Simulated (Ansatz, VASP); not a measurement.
Two plane-wave programs on GaF

INCAR

```
SYSTEM = GaF
  PREC = Accurate
  ENCUT = 600
  EDIFF = 1E-6
  ISMEAR = -1
  SIGMA = 0.05
  LREAL = .FALSE.
  LASPH = .TRUE.
  NELM = 60
  ALGO = Normal
  ISIF = 3
  LWAVE = .FALSE.
  LCHARG = .FALSE.
  GGA = PE
  IVDW = 13
  IBRION = 2
  NSW = 60
  EDIFFG = -0.01
```

Contents of KPOINTS:

```
regular mesh
0
G
  8 8 8
  0 0 0
```

The input POSCAR:

```
GaF
1.0
    3.1659200000      0.0000000000      0.0000000000
    0.0000000000      3.1659200000      0.0000000000
    0.0000000000      0.0000000000      3.1659200000
Ga F
1 1
Direct
    0.0000000000      0.0000000000      0.0000000000
    0.5000000000      0.5000000000      0.5000000000
```

File input.yaml:

```yaml
crystal:
  lattice:
    - [3.16592, 0.0, 0.0]
    - [0.0, 3.16592, 0.0]
    - [0.0, 0.0, 3.16592]
  atoms:
    - { symbol: Ga, position: [0.0, 0.0, 0.0] }
    - { symbol: F, position: [0.5, 0.5, 0.5] }
hamiltonian:
  xc: pbe
  pseudopotentials: { kind: paw }
  dispersion: d4
kpoints:
  mp_grid: { grid: [8, 8, 8] }
scf:
  occupations: { method: fermi_dirac, width: 0.05 }
output:
  forces: true
  stress: true
  eigenvalues: true
  write_density: true
  write_potential: true
  elf: true
  volumetric_format: npy
relax:
  f_tol: 0.01
  max_steps: 40
  cell: { stress_tol: 0.05 }
```

Alike in both runs: task relaxation of cell and atoms; functional PBE; dispersion D4; k mesh 8 × 8 × 8; occupations fermi-dirac, width 0.05 eV; no spin polarisation.

```csv
,VASP,Ansatz
version,VASP 6.6.1,Ansatz 0.2.0
potentials or method,"VASP PAW PBE potentials, release 64 (Ga_d, F)",Ansatz PAW
plane-wave cutoff (eV),600,420
valence electrons in the cell,20,20
```

|  | VASP | Ansatz | Ansatz less VASP |
| --- | --- | --- | --- |
| gap on the k mesh at the Fermi level, each at its own relaxed structure (eV) | none | none | - |
| relaxed volume (Å³/atom) | 15.15 | 15.22 | +0.074 |
| relaxed cell length with the largest relative difference (Å) | 3.118 | 3.123 | +0.0051 |

A gap of «none» marks a metal or a gap that the smearing closes.

Noted on Ansatz's run: the plane-wave basis is chosen anew once the cell has moved, so the energies of steps on either side of that aren't comparable.
